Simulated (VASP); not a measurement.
# CsEu3 (Fm-3m) in VASP: single point with LDA

Aim: the single point of CsEu3 with LDA.

Everything below comes from runs of VASP 6.6.1. Logs are shortened: lines on timing, memory, paths and dates and some standing lists are left out, and cuts for length are marked.

## (1) The cell of the first run

The structure is cubic, space group Fm-3m (No. 225). The conventional cell has a = 9.537 Å, b = 9.537 Å, c = 9.537 Å, α = 90.00°, β = 90.00°, γ = 90.00°. Within 5.4 Å of Cs (site symmetry m-3m) lie 14 Eu at 4.13 to 4.77 Å. Within 5.4 Å of Eu (site symmetry -43m) lie 4 Cs at 4.13 Å and 10 Eu at 4.13 to 4.77 Å. Eu (site symmetry m-3m) has 8 Eu at 4.13 Å and 6 Cs at 4.77 Å within 5.4 Å.

## (2) Single point, LDA, collinear spin, ferromagnetic start

The input, INCAR:

```
SYSTEM = CsEu3
  ALGO = Normal
  EDIFF = 1E-6
  ENCUT = 520
  GGA = CA
  ISIF = 2
  ISMEAR = -1
  ISPIN = 2
  LASPH = .TRUE.
  LCHARG = .FALSE.
  LMAXMIX = 6
  LORBIT = 11
  LREAL = .FALSE.
  LWAVE = .FALSE.
  MAGMOM = 0 9.1 9.1 9.1
  NBANDS = 42
  NELM = 150
  PREC = Accurate
  SIGMA = 0.01
```

The input, KPOINTS:

```
k-points
0
G
  2 2 2
  0 0 0
```

The input, POSCAR:

```
CsEu3
1.0
    0.0000000000      4.7685300000      4.7685300000
    4.7685300000      0.0000000000      4.7685300000
    4.7685300000      4.7685300000      0.0000000000
Cs Eu
1 3
Direct
    0.0000000000      0.0000000000      0.0000000000
    0.2500000000      0.2500000000      0.2500000000
    0.7500000000      0.7500000000      0.7500000000
    0.5000000000      0.5000000000      0.5000000000
```

Potentials or basis: VASP PAW PBE potentials, release 64 (Cs_sv, Eu).

The run is started by

```
> cat potpaw_PBE.64/Cs_sv/POTCAR potpaw_PBE.64/Eu/POTCAR > POTCAR
> mpirun -np 1 vasp_std > vasp.out
```

OUTCAR:

```text
SYSTEM = CsEu3
   EDIFF = 1E-6
   ENCUT = 520
   GGA = CA
   ISIF = 2
   ISMEAR = -1
   ISPIN = 2
   LASPH = .TRUE.
   LORBIT = 11
   LREAL = .FALSE.
   NELM = 150
   PREC = Accurate

 ion  position               nearest neighbor table
   1  0.000  0.000  0.000-
   2  0.250  0.250  0.250-
   3  0.750  0.750  0.750-
   4  0.500  0.500  0.500-

  LATTYP: Found a face centered cubic cell.
 ALAT       =     9.5370600000

  Lattice vectors:

 A1 = (   0.0000000000,   4.7685300000,   4.7685300000)
 A2 = (   4.7685300000,   0.0000000000,   4.7685300000)
 A3 = (   4.7685300000,   4.7685300000,   0.0000000000)

Analysis of symmetry for initial positions (statically):
=====================================================================
 Subroutine PRICEL returns:
 Original cell was already a primitive cell.

 Routine SETGRP: Setting up the symmetry group for a
 face centered cubic supercell.

 Subroutine GETGRP returns: Found 48 space group operations
 (whereof 48 operations were pure point group operations)
 out of a pool of 48 trial point group operations.

The static configuration has the point symmetry O_h .

Analysis of symmetry for dynamics (positions and initial velocities):
=====================================================================
 Subroutine PRICEL returns:
 Original cell was already a primitive cell.

 Routine SETGRP: Setting up the symmetry group for a
 face centered cubic supercell.

 Subroutine GETGRP returns: Found 48 space group operations
 (whereof 48 operations were pure point group operations)
 out of a pool of 48 trial point group operations.

The dynamic configuration has the point symmetry O_h .

Analysis of structural, dynamic, and magnetic symmetry:
=====================================================================
 Subroutine PRICEL returns:
 Original cell was already a primitive cell.

 Routine SETGRP: Setting up the symmetry group for a
 face centered cubic supercell.

 Subroutine GETGRP returns: Found 48 space group operations
 (whereof 48 operations were pure point group operations)
 out of a pool of 48 trial point group operations.

The overall configuration has the point symmetry O_h .

 Subroutine INISYM returns: Found 48 space group operations
 (whereof 48 operations are pure point group operations),
 and found     1 'primitive' translations

----------------------------------------------------------------------------------------

                                     Primitive cell

  volume of cell :     216.8620

  direct lattice vectors                    reciprocal lattice vectors
     0.000000000  4.768530000  4.768530000    -0.104854116  0.104854116  0.104854116
     4.768530000  0.000000000  4.768530000     0.104854116 -0.104854116  0.104854116
     4.768530000  4.768530000  0.000000000     0.104854116  0.104854116 -0.104854116

  length of vectors
     6.743719799  6.743719799  6.743719799     0.181612657  0.181612657  0.181612657

  position of ions in fractional coordinates (direct lattice)
     0.000000000  0.000000000  0.000000000
     0.250000000  0.250000000  0.250000000
     0.750000000  0.750000000  0.750000000
     0.500000000  0.500000000  0.500000000

  ion indices of the primitive-cell ions
   primitive index   ion index
                 1           1
                 2           2
                 3           3
                 4           4

----------------------------------------------------------------------------------------

 KPOINTS: k-points

Automatic generation of k-mesh.
 Grid dimensions read from file:
 generate k-points for:    2    2    2

 Generating k-lattice:

  Cartesian coordinates                     Fractional coordinates (reciprocal lattice)
    -0.052427058  0.052427058  0.052427058     0.500000000  0.000000000  0.000000000
     0.052427058 -0.052427058  0.052427058     0.000000000  0.500000000  0.000000000
     0.052427058  0.052427058 -0.052427058     0.000000000  0.000000000  0.500000000

  Length of vectors
     0.090806329  0.090806329  0.090806329

  Shift w.r.t. Gamma in fractional coordinates (k-lattice)
     0.000000000  0.000000000  0.000000000

 Subroutine IBZKPT returns following result:
 ===========================================

 Found      3 irreducible k-points:

 Following reciprocal coordinates:
            Coordinates               Weight
  0.000000  0.000000  0.000000      1.000000
  0.500000  0.000000  0.000000      4.000000
  0.500000  0.500000  0.000000      3.000000
   k-points           NKPTS =      3   k-points in BZ     NKDIM =      3   number of bands    NBANDS=     42
   number of dos      NEDOS =    301   number of ions     NIONS =      4
   total plane-waves  NPLWV = 125000
   dimension x,y,z NGX =    50 NGY =   50 NGZ =   50
   dimension x,y,z NGXF=   100 NGYF=  100 NGZF=  100
   ions per type =               1   3
   NGX,Y,Z   is equivalent  to a cutoff of  12.33, 12.33, 12.33 a.u.
   NGXF,Y,Z  is equivalent  to a cutoff of  24.65, 24.65, 24.65 a.u.
 SYSTEM =  CsEu3
   PREC   = accura    normal or accurate (medium, high low for compatibility)
   ISTART =      0    job   : 0-new  1-cont  2-samecut
   ICHARG =      2    charge: 1-file 2-atom 10-const
   ISPIN  =      2    spin polarized calculation?
   LNONCOLLINEAR =      F non collinear calculations
   LSORBIT =      F    spin-orbit coupling
   LASPH  =      T    aspherical Exc in radial PAW
   ENCUT  =  520.0 eV  38.22 Ry    6.18 a.u.  12.54 12.54 12.54*2*pi/ulx,y,z
   NELM   =    150;   NELMIN=  2; NELMDL= -5     # of ELM steps
   EDIFF  = 0.1E-05   stopping-criterion for ELM
   LREAL  =      F    real-space projection
   EDIFFG = 0.1E-04   stopping-criterion for IOM
   NSW    =      0    number of steps for IOM
   IBRION =     -1    ionic relax: 0-MD 1-quasi-New 2-CG
   NFREE  =      0    steps in history (QN), initial steepest desc. (CG)
   ISIF   =      2    stress and relaxation
   ISYM   =      2    0-nonsym 1-usesym 2-fastsym
   POTIM  = 0.5000    time-step for ionic-motion
   TEBEG  =    0.0;   TEEND  =   0.0 temperature during run
   PSTRESS=    0.0 pullay stress
   NELECT =      60.0000    total number of electrons
   NUPDOWN=      -1.0000    fix difference up-down
   EMIN   =  10.00;   EMAX   =-10.00  energy-range for DOS
   EFERMI =   0.00;   METHOD = LEGACY
   ISMEAR =    -1;   SIGMA  =   0.01  broadening in eV -4-tet -1-fermi 0-gaus
   EFERMI_NEDOS =   21; number of points for ismear=-14 and -15
   IALGO  =     38    algorithm
   IMIX   =      4    mixing-type and parameters
     AMIX     =   0.40;   BMIX     =  1.00
     AMIX_MAG =   1.60;   BMIX_MAG =  1.00
  volume/ion in A,a.u.               =      54.22       365.86
  Fermi-wavevector in a.u.,A,eV,Ry     =   1.066753  2.015872 15.482926  1.137963
  Thomas-Fermi vector in A             =   2.202348
   LORBIT       =     11    0 simple, 1 ext, 2 COOP (PROOUT), +10 PAW based schemes
   GGA     = CA    functional components
   LHFCALC =     F    Hartree Fock is set to
   AEXX    =    0.0000 exact exchange contribution
   IVDW    =     0    specifies the selected vdW correction
   LEPSILON=     F    determine dielectric tensor
   LRPA    =     F    only Hartree local field effects (RPA)
 spin polarized calculation
  energy-cutoff  :      520.00
  volume of cell :      216.86
 maximum number of plane-waves:      5874
   NGX = 25   NGY = 25   NGZ = 25

 number of electron      59.9999987 magnetization      22.2500486

 Free energy of the ion-electron system (eV)
  ---------------------------------------------------
  ext. energy  EPLUGINS =         0.00000000
  ---------------------------------------------------
  free energy    TOTEN  =       -33.62259250 eV

  energy without entropy =      -33.61637290  energy(sigma->0) =      -33.61948270

 E-fermi :   1.4481     XC(G=0):  -8.0859

 val. band max:        1.4360666578   @ k =   0.5000   0.0000   0.0000
 cond. band min:       1.5393418676   @ k =   0.0000   0.0000   0.0000
 fundamental gap:      0.1032752099
 Fermi energy:         1.4480783465

 spin component 1

 k-point     1 :       0.0000    0.0000    0.0000
  band No.  band energies     occupation
      1     -40.2482      1.00000
      2     -40.2455      1.00000
      3     -40.1921      1.00000
      4     -21.2953      1.00000
      5     -19.2317      1.00000
      6     -19.2317      1.00000
[... 34 lines left out ...]
     41       1.5393      0.00011
     42       1.5393      0.00011

 k-point     2 :       0.5000    0.0000    0.0000
  band No.  band energies     occupation
      1     -40.2466      1.00000
      2     -40.2464      1.00000
      3     -40.1928      1.00000
      4     -21.2970      1.00000
      5     -19.2488      1.00000
      6     -19.2488      1.00000
[... 34 lines left out ...]
     41       1.4360      0.76944
     42       1.4361      0.76873

 k-point     3 :       0.5000    0.5000    0.0000
  band No.  band energies     occupation
      1     -40.2467      1.00000
      2     -40.2461      1.00000
      3     -40.1930      1.00000
      4     -21.2974      1.00000
      5     -19.2684      1.00000
      6     -19.2684      1.00000
[... 34 lines left out ...]
     41       1.0177      1.00000
     42       1.9173      0.00000
 Fermi energy:         1.4480783465

 spin component 2

 k-point     1 :       0.0000    0.0000    0.0000
  band No.  band energies     occupation
      1     -37.3670      1.00000
      2     -37.3627      1.00000
      3     -37.3159      1.00000
      4     -21.2825      1.00000
      5     -17.0706      1.00000
      6     -17.0706      1.00000
[... 34 lines left out ...]
     41       5.3381      0.00000
     42       5.3410      0.00000

 k-point     2 :       0.5000    0.0000    0.0000
  band No.  band energies     occupation
      1     -37.3645      1.00000
      2     -37.3640      1.00000
      3     -37.3173      1.00000
      4     -21.2832      1.00000
      5     -17.0935      1.00000
      6     -17.0935      1.00000
[... 34 lines left out ...]
     41       5.3335      0.00000
     42       5.3563      0.00000

 k-point     3 :       0.5000    0.5000    0.0000
  band No.  band energies     occupation
      1     -37.3644      1.00000
      2     -37.3636      1.00000
      3     -37.3177      1.00000
      4     -21.2834      1.00000
      5     -17.1202      1.00000
      6     -17.1202      1.00000
[... 34 lines left out ...]
     41       5.3852      0.00000
     42       5.4001      0.00000

------------------------ aborting loop because EDIFF is reached ----------------------------------------

  FORCE on cell =-STRESS in cart. coord.  units (eV):
  Direction    XX          YY          ZZ          XY          YZ          ZX
  --------------------------------------------------------------------------------------
  -------------------------------------------------------------------------------------
  Total       -2.8128012     -2.8128012     -2.8128012     -0.0000000      0.0000000     -0.0000000
  in kB      -20.7809822    -20.7809822    -20.7809822     -0.0000000      0.0000000     -0.0000000
  external PRESSURE =     -20.7809822 kB  Pullay stress =       0.0000000 kB

 VOLUME and BASIS-vectors are now :
 -----------------------------------------------------------------------------
  energy-cutoff  :      520.00
  volume of cell :      216.86
      direct lattice vectors                 reciprocal lattice vectors
     0.000000000  4.768530000  4.768530000    -0.104854116  0.104854116  0.104854116
     4.768530000  0.000000000  4.768530000     0.104854116 -0.104854116  0.104854116
     4.768530000  4.768530000  0.000000000     0.104854116  0.104854116 -0.104854116

 POSITION                                       TOTAL-FORCE (eV/Angst)
 -----------------------------------------------------------------------------------
      0.00000      0.00000      0.00000         0.000000     -0.000000      0.000000
      2.38427      2.38427      2.38427        -0.000000     -0.000000     -0.000000
      7.15280      7.15280      7.15280         0.000000      0.000000      0.000000
      4.76853      4.76853      4.76853         0.000000     -0.000000      0.000000
 -----------------------------------------------------------------------------------
    total drift:                               -0.000000      0.000000     -0.000000

  FREE ENERGIE OF THE ION-ELECTRON SYSTEM (eV)
  ---------------------------------------------------
  free  energy   TOTEN  =       -33.6225925019 eV

  energy  without entropy=      -33.6163728993  energy(sigma->0) =      -33.61948270

 total charge

# of ion       s       p       d       f       tot
--------------------------------------------------
    1        1.916   4.588   0.071   0.000   6.575
    2        2.080   5.656   0.212   6.741  14.689
    3        2.080   5.656   0.212   6.741  14.689
    4        2.079   5.667   0.206   6.723  14.675
--------------------------------------------------
tot          8.156  21.566   0.702  20.204  50.628

 magnetization (x)

# of ion       s       p       d       f       tot
--------------------------------------------------
    1       -0.003  -0.004   0.020   0.000   0.014
    2        0.005  -0.081   0.109   6.740   6.772
    3        0.005  -0.081   0.109   6.740   6.772
    4        0.007  -0.070   0.093   6.722   6.751
--------------------------------------------------
tot          0.013  -0.237   0.331  20.203  20.310
```

Run time: 9.2 min. Hardware: 1 thread of Intel Xeon 6975P-C (Granite Rapids), shared host; peak memory 0.33 GiB.

What came out:

| Property | Result |
| --- | --- |
| Free energy | -33.6226 eV |
| Pressure | -2.1 GPa |
| Net moment | 22.25 μB per cell |
| Site moments | Cs +0.01; Eu +6.77, +6.75 μB |
| Valence electrons inside the program's atomic spheres | Cs 6.58; Eu 14.69, 14.68 |

Caveat: the k points lie up to 0.57 Å⁻¹ apart; the bands computed are all filled at some k points, so no gap is given; the PAW data sets were made with another functional, which shifts forces and pressure a little; spin-orbit coupling is left out, which moves the levels of the heavy elements; without U or exact exchange the open f shell lies at the Fermi level, which spoils levels, moments and volumes. The state reached can hang on the start; a lower one may exist.
